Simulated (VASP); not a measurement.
# CdS (F-43m) in VASP: further runs, part 2 of 2

VASP 6.6.1. Earlier steps stand in the parts before.

## Step 3: Electric field gradients, PBEsol (volume scaled by 1.06)

The input, INCAR:

```
SYSTEM = CdS
  PREC = Accurate
  ENCUT = 520
  EDIFF = 1E-8
  ISMEAR = -1
  SIGMA = 0.02
  LREAL = .FALSE.
  LASPH = .TRUE.
  NELM = 100
  ALGO = Normal
  ISIF = 2
  LWAVE = .FALSE.
  LCHARG = .FALSE.
  GGA = PS
  LEFG = .TRUE.
  NBANDS = 16
```

The input, KPOINTS:

```
regular mesh
0
G
  7 7 7
  0 0 0
```

The input, POSCAR:

```
CdS
1.0
    0.0000000000      3.0006730886      3.0006730886
    3.0006730886      0.0000000000      3.0006730886
    3.0006730886      3.0006730886      0.0000000000
Cd S
1 1
Direct
    0.0000000000      0.0000000000      0.0000000000
    0.7500000000      0.7500000000      0.7500000000
```

Potentials or basis: VASP PAW PBE potentials, release 64 (Cd, S).

The run is started by

```bash
$ cat potpaw_PBE.64/Cd/POTCAR potpaw_PBE.64/S/POTCAR > POTCAR
$ mpirun -np 1 vasp_std > vasp.out
```

OUTCAR:

```text
SYSTEM = CdS
   PREC = Accurate
   ENCUT = 520
   EDIFF = 1E-8
   ISMEAR = -1
   LREAL = .FALSE.
   LASPH = .TRUE.
   NELM = 100
   ISIF = 2
   GGA = PS

 ion  position               nearest neighbor table
   1  0.000  0.000  0.000-   2 2.60   2 2.60   2 2.60   2 2.60
   2  0.750  0.750  0.750-   1 2.60   1 2.60   1 2.60   1 2.60

  LATTYP: Found a face centered cubic cell.
 ALAT       =     6.0013461772

  Lattice vectors:

 A1 = (   0.0000000000,   3.0006730886,   3.0006730886)
 A2 = (   3.0006730886,   0.0000000000,   3.0006730886)
 A3 = (   3.0006730886,   3.0006730886,   0.0000000000)

Analysis of symmetry for initial positions (statically):
=====================================================================
 Subroutine PRICEL returns:
 Original cell was already a primitive cell.

 Routine SETGRP: Setting up the symmetry group for a
 face centered cubic supercell.

 Subroutine GETGRP returns: Found 24 space group operations
 (whereof 24 operations were pure point group operations)
 out of a pool of 48 trial point group operations.

The static configuration has the point symmetry T_d .

Analysis of symmetry for dynamics (positions and initial velocities):
=====================================================================
 Subroutine PRICEL returns:
 Original cell was already a primitive cell.

 Routine SETGRP: Setting up the symmetry group for a
 face centered cubic supercell.

 Subroutine GETGRP returns: Found 24 space group operations
 (whereof 24 operations were pure point group operations)
 out of a pool of 48 trial point group operations.

[... 152 lines left out ...]
      2      -6.9336      2.00000
      3      -6.9336      2.00000
      4      -6.9336      2.00000
      5      -6.5536      2.00000
      6      -6.5536      2.00000
[... 357 lines left out ...]
      3      -6.7260      2.00000
      4      -6.5930      2.00000
      5      -6.5376      2.00000
      6      -6.0658      2.00000
[... 8 lines left out ...]
     15      12.5056      0.00000
     16      14.0658      0.00000

------------------------ aborting loop because EDIFF is reached ----------------------------------------

  FORCE on cell =-STRESS in cart. coord.  units (eV):
  Direction    XX          YY          ZZ          XY          YZ          ZX
  --------------------------------------------------------------------------------------
  -------------------------------------------------------------------------------------
  Total       -1.4209657     -1.4209657     -1.4209657      0.0000000      0.0000000      0.0000000
  in kB      -42.1316180    -42.1316180    -42.1316180      0.0000000      0.0000000      0.0000000
  external PRESSURE =     -42.1316180 kB  Pullay stress =       0.0000000 kB

 VOLUME and BASIS-vectors are now :
 -----------------------------------------------------------------------------
  energy-cutoff  :      520.00
  volume of cell :       54.04
      direct lattice vectors                 reciprocal lattice vectors
     0.000000000  3.000673089  3.000673089    -0.166629281  0.166629281  0.166629281
     3.000673089  0.000000000  3.000673089     0.166629281 -0.166629281  0.166629281
     3.000673089  3.000673089  0.000000000     0.166629281  0.166629281 -0.166629281

 POSITION                                       TOTAL-FORCE (eV/Angst)
 -----------------------------------------------------------------------------------
      0.00000      0.00000      0.00000        -0.000000     -0.000000     -0.000000
      4.50101      4.50101      4.50101         0.000000      0.000000      0.000000
 -----------------------------------------------------------------------------------
    total drift:                                0.000000      0.000000      0.000000

  FREE ENERGIE OF THE ION-ELECTRON SYSTEM (eV)
  ---------------------------------------------------
  free  energy   TOTEN  =        -6.7521352997 eV

  energy  without entropy=       -6.7521352996  energy(sigma->0) =       -6.75213530

 Electric field gradients (V/A^2)
---------------------------------------------------------------------
 ion       V_xx      V_yy      V_zz      V_xy      V_xz      V_yz
---------------------------------------------------------------------
   1       0.000    -0.000    -0.000    -0.000    -0.000    -0.000
   2      -0.000     0.000     0.000    -0.001    -0.001    -0.001
---------------------------------------------------------------------

 Electric field gradients after diagonalization (V/A^2)
 (convention: |V_zz| > |V_xx| > |V_yy|)
----------------------------------------------------------------------
 ion       V_xx      V_yy      V_zz     asymmetry (V_yy - V_xx)/ V_zz
----------------------------------------------------------------------
   1       0.000     0.000    -0.000       0.000
   2       0.001     0.001    -0.001       0.000
----------------------------------------------------------------------

           NMR quadrupolar parameters

 Cq : quadrupolar parameter    Cq=e*Q*V_zz/h
 eta: asymmetry parameters     (V_yy - V_xx)/ V_zz
 Q  : nuclear electric quadrupole moment in mb (millibarn)
----------------------------------------------------------------------
 ion       Cq(MHz)       eta       Q (mb)
----------------------------------------------------------------------
   1      -0.000       0.000       1.000
   2      -0.000       0.000       1.000
----------------------------------------------------------------------
```

stdout:

```text
POSCAR found type information on POSCAR CdS
 POSCAR found :  2 types and       2 ions
 scaLAPACK will be used
 -----------------------------------------------------------------------------
|                                                                             |
|                                                                             |
|     You enforced a specific xc type in the INCAR file but a different       |
|     I HOPE YOU KNOW WHAT YOU ARE DOING!                                     |
|                                                                             |
 -----------------------------------------------------------------------------

 LDA part: xc-table for (Slater+PW92), standard interpolation
 POSCAR, INCAR and KPOINTS ok, starting setup
 FFT: planning ... GRIDC
 FFT: planning ... GRID_SOFT
 FFT: planning ... GRID
 WAVECAR not read
 entering main loop
ion   1

ion   2
```

It took 16 s on 1 thread of Intel Xeon Platinum 8488C (Sapphire Rapids), shared host; peak memory 0.18 GiB.

What came out:

```yaml
Free_energy: -6.7521 eV
Pressure: -4.2 GPa
Band_gap_on_the_k_mesh: 0.83 eV, direct
```

Levels at points of the mesh, in eV from the valence-band top:
```
           k point  band 6  band 7  band 8  band 9  band 10  band 11  band 12  band 13
(0.00, 0.00, 0.00)   -7.07    0.00    0.00    0.00     0.83     6.45     6.45     6.45
```

Caveat: without QUAD_EFG the Cq values of the log hold for a quadrupole moment of 1 mb, not for the nuclei; the PAW data sets were made with another functional, which shifts forces and pressure a little.
